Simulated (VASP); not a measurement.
# Si8C6N (a cell with a defect) in VASP: a series of runs, part 2 of 2

VASP 6.6.1. The steps go on from the part before.

## (3) Relaxation of the atoms, PBEsol

Input file INCAR:

```
SYSTEM = Si8C6N
PREC     = Accurate       ! precision mode
ENCUT    = 520            ! plane-wave cutoff, eV
EDIFF    = 1E-6           ! SCF threshold, eV
ISMEAR   = 0              ! smearing method
SIGMA    = 0.02           ! smearing width, eV
LREAL    = Auto         
LASPH    = .TRUE.         ! aspherical terms in the spheres
NELM     = 60             ! most SCF steps
ALGO     = Normal         ! electronic algorithm
ISIF     = 2              ! what is computed and relaxed
LWAVE    = .FALSE.        ! write WAVECAR
LCHARG   = .FALSE.        ! write CHGCAR
GGA      = PS             ! functional
IBRION   = 2              ! ionic algorithm
NSW      = 80             ! ionic steps
EDIFFG   = -0.03          ! ionic threshold
NELECT   = 60.0
```

Input file KPOINTS:

```
Automatic mesh
0
G
  2 3 3
  0 0 0
```

Input file POSCAR:

```
Si8C6N
1.0
   -3.0760000000     -5.3277880000      0.0000000000
    4.6140000000     -2.6638940000      0.0000000000
    0.0000000000      0.0000000000      5.0480000000
Si C N
8 6 1
Direct
    0.5007923000      0.3237030000      0.0034939000
    0.4975702000      0.6587823000      0.5027243000
    0.2519351000      0.8340197000     -0.0039410000
    0.2558007000      0.1545644000      0.5007584000
    0.0005805000      0.3347135000      0.0039850000
   -0.0067009000      0.6701997000      0.4991133000
    0.7498651000      0.8227897000     -0.0009528000
    0.7537231000      0.1559008000      0.5036019000
    0.4962611000      0.3354664000      0.3889839000
    0.5017814000      0.6763604000      0.8969336000
    0.2508430000      0.1651427000      0.8859012000
    0.0032493000      0.3417656000      0.3831928000
    0.0016571000      0.6635973000      0.8909770000
    0.7512016000      0.1706285000      0.8748377000
    0.2520207000      0.8400734000      0.3830489000
```

Potentials or basis: VASP PAW PBE potentials, release 64 (Si, C, N).

On the command line:

```
cat potpaw_PBE.64/Si/POTCAR potpaw_PBE.64/C/POTCAR potpaw_PBE.64/N/POTCAR > POTCAR
mpirun -np 1 vasp_std > vasp.out
```

OUTCAR:

```text
SYSTEM = Si8C6N
   PREC = Accurate
   ENCUT = 520
   EDIFF = 1E-6
   ISMEAR = 0
   LREAL = Auto
   LASPH = .TRUE.
   NELM = 60
   ISIF = 2
   GGA = PS
   IBRION = 2
   NSW = 80
   EDIFFG = -0.03
   NELECT = 60.0

 ion  position               nearest neighbor table
   1  0.501  0.324  0.003-  11 1.85  14 1.86   9 1.95  10 1.95   3 3.03   4 3.06   7 3.07   5 3.08
                             7 3.08   5 3.08   4 3.09   2 3.09   2 3.09   8 3.10   8 3.10   3 3.12
   2  0.498  0.659  0.503-   9 1.82  15 1.89  10 1.99   4 3.03   6 3.05   3 3.06   4 3.07   7 3.07
                             8 3.08   1 3.09   1 3.09   6 3.10   7 3.10   8 3.11   3 3.11
   3  0.252  0.834  0.996-  10 1.82  11 1.85  13 1.86  15 1.95   1 3.03   4 3.03   2 3.06   7 3.06
                             4 3.07   5 3.08   5 3.08   7 3.09   6 3.10   2 3.11   1 3.12   6 3.12
   4  0.256  0.155  0.501-  15 1.78   9 1.85  12 1.94  11 1.95   3 3.03   2 3.03   6 3.04   8 3.06
                             1 3.06   3 3.07   2 3.07   1 3.09   8 3.09   5 3.11   5 3.14
   5  0.001  0.335  0.004-  13 1.84  11 1.88  14 1.88  12 1.91   7 3.02   6 3.07   1 3.08   3 3.08
                             1 3.08   3 3.08   8 3.09   8 3.10   4 3.11   6 3.11   7 3.13   4 3.14
[... 457 lines left out ...]
--------------------------------------- Ionic step       14  -------------------------------------------

 number of electron      59.9999998 magnetization

 Free energy of the ion-electron system (eV)
  ---------------------------------------------------
  ext. energy  EPLUGINS =         0.00000000
  ---------------------------------------------------
  free energy    TOTEN  =      -122.58132713 eV

  energy without entropy =     -122.58132713  energy(sigma->0) =     -122.58132713

 E-fermi :   9.3577     XC(G=0): -11.2470

 val. band max:        9.2790151083   @ k =   0.0000   0.0000   0.0000
 cond. band min:       9.4380042152   @ k =   0.5000   0.3333   0.0000
 fundamental gap:      0.1589891069
 Fermi energy:         9.3576535659

 k-point     1 :       0.0000    0.0000    0.0000
  band No.  band energies     occupation
      1      -8.8568      2.00000
      2      -6.4767      2.00000
      3      -4.6648      2.00000
      4      -4.3146      2.00000
      5      -3.7965      2.00000
      6      -3.2816      2.00000
[... 441 lines left out ...]
  FREE ENERGIE OF THE ION-ELECTRON SYSTEM (eV)
  ---------------------------------------------------
  free  energy   TOTEN  =      -122.5813271296 eV

  energy  without entropy=     -122.5813271294  energy(sigma->0) =     -122.58132713

 reached required accuracy - stopping structural energy minimisation
```

CONTCAR:

```text
Si8C6N
   1.00000000000000
    -3.0760000000000001   -5.3277880000000000    0.0000000000000000
     4.6139999999999999   -2.6638940000000000    0.0000000000000000
     0.0000000000000000    0.0000000000000000    5.0480000000000000
  Si              C               N
     8     6     1
Direct
     0.4986671985013599    0.3279668016598829    0.0034283570983173
     0.5018802246753865    0.6693917194578362    0.5070072588096313
[... 19 lines left out ...]
  0.00000000E+00  0.00000000E+00  0.00000000E+00
  0.00000000E+00  0.00000000E+00  0.00000000E+00
  0.00000000E+00  0.00000000E+00  0.00000000E+00
  0.00000000E+00  0.00000000E+00  0.00000000E+00
  0.00000000E+00  0.00000000E+00  0.00000000E+00
  0.00000000E+00  0.00000000E+00  0.00000000E+00
  0.00000000E+00  0.00000000E+00  0.00000000E+00
  0.00000000E+00  0.00000000E+00  0.00000000E+00
  0.00000000E+00  0.00000000E+00  0.00000000E+00
  0.00000000E+00  0.00000000E+00  0.00000000E+00
```

It took 14 min on 1 thread of Intel Xeon 8259CL, shared host; peak memory 0.28 GiB.

Results:

```
Free energy                  : -122.5813 eV
Energy gained by relaxing    : 39.4 meV/atom
Ionic steps                  : 14
Largest force after relaxing : 0.021 eV/Å
```

Forces in eV/Å, atoms in the order of the input:
```
Si   0.002 -0.006 -0.001
Si   0.010 -0.009 -0.011
Si  -0.008 -0.003 -0.006
Si   0.011 -0.006 -0.004
Si   0.001 -0.004  0.003
Si   0.005  0.005  0.006
Si  -0.005  0.014 -0.003
Si  -0.004  0.003  0.017
C   -0.010  0.014  0.002
C    0.011 -0.011 -0.013
C    0.001  0.009 -0.003
C   -0.021  0.000 -0.001
C    0.005 -0.005 -0.011
C    0.008 -0.004  0.017
N   -0.008  0.001  0.009
```

The path:
```
step  energy change (eV)  largest force (eV/Å)  pressure (GPa)
   1              0.0000                2.5076          -14.08
   2             -0.3931                1.4821          -14.64
   3             -0.5447                0.5534          -15.09
   4             -0.5758                0.2332          -15.01
   5             -0.5758                0.2341          -15.01
   6             -0.5844                0.1461          -14.94
   7             -0.5846                0.1541          -14.92
   8             -0.5878                0.0890          -14.89
   9             -0.5883                0.1107          -14.88
  10             -0.5902                0.0565          -14.87
  11             -0.5905                0.0599          -14.86
  12             -0.5911                0.0331          -14.88
  13             -0.5911                0.0349          -14.88
  14             -0.5913                0.0211          -14.90
```

Final structure:
```yaml
crystal:
  lattice:
    - [-3.07600, -5.32779, 0.00000]
    - [4.61400, -2.66389, 0.00000]
    - [0.00000, 0.00000, 5.04800]
  atoms:
    - { symbol: Si, position: [0.49867, 0.32797, 0.00343] }
    - { symbol: Si, position: [0.50188, 0.66939, 0.50701] }
    - { symbol: Si, position: [0.25027, 0.83082, 0.00691] }
    - { symbol: Si, position: [0.25097, 0.17212, 0.50816] }
    - { symbol: Si, position: [0.00250, 0.32853, 0.00375] }
    - { symbol: Si, position: [0.99938, 0.67278, 0.50802] }
    - { symbol: Si, position: [0.74962, 0.82826, 0.00003] }
    - { symbol: Si, position: [0.75248, 0.16594, 0.50413] }
    - { symbol: C, position: [0.50029, 0.33065, 0.37868] }
    - { symbol: C, position: [0.49544, 0.66239, 0.88541] }
    - { symbol: C, position: [0.25051, 0.15982, 0.88068] }
    - { symbol: C, position: [0.00245, 0.33387, 0.37909] }
    - { symbol: C, position: [0.00441, 0.66318, 0.88657] }
    - { symbol: C, position: [0.75068, 0.16160, 0.88114] }
    - { symbol: N, position: [0.25103, 0.84038, 0.37964] }
```

Levels at points of the mesh, in eV from the Fermi level:
```tsv
k point	band 27	band 28	band 29	band 30	band 31	band 32	band 33	band 34
(0.00, 0.00, 0.00)	-2.87	-2.29	-2.00	-0.08	0.66	0.74	1.39	1.84
(0.50, 0.00, 0.00)	-3.01	-2.80	-2.64	-1.23	0.40	0.68	1.19	1.64
```

Caveat: the k points lie up to 0.51 Å⁻¹ apart; the cell carries a net charge on a neutralising background, which shifts energy and pressure; the cell is charged against a uniform background, so pressure and absolute levels hang on convention; the PAW data sets were made with another functional, which shifts forces and pressure a little.
